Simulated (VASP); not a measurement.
A run of VASP 6.6.1 is set up as follows.

INCAR

```
ALGO = Normal
EDIFF = 1E-6
ENCUT = 520
GGA = PS
ISIF = 2
ISMEAR = -1
LASPH = True
LCHARG = False
LREAL = False
LWAVE = False
NBANDS = 24
NELM = 80
PREC = Accurate
SIGMA = 0.01
```

KPOINTS

```
k-points
0
Gamma
  4 4 3
```

The input POSCAR:

```
Al3Cu2
1.0
    4.0919516400      0.0000000000      0.0000000000
   -2.0459758200      3.5437340700      0.0000000000
    0.0000000000      0.0000000000      4.9927787000
Al Cu
3 2
Direct
    0.0000000000      0.0000000000      0.0000000000
    0.3333333300      0.6666666700      0.3499253500
    0.6666666700      0.3333333300      0.6500746500
    0.3333333300      0.6666666700      0.8395121300
    0.6666666700      0.3333333300      0.1604878700
```

Potentials or basis: VASP PAW PBE potentials, release 64 (Al, Cu).

The run is started by

```bash
$ cat potpaw_PBE.64/Al/POTCAR potpaw_PBE.64/Cu/POTCAR > POTCAR
$ mpirun -np 1 vasp_std > vasp.out
```

(1) What does it give for the pressure?

(2) What does it give for the largest force?

## Answers

(1) 1.9 GPa.

(2) 0.145 eV/Å.

Caveat: the k points lie up to 0.44 Å⁻¹ apart; the PAW data sets were made with another functional, which shifts forces and pressure a little.
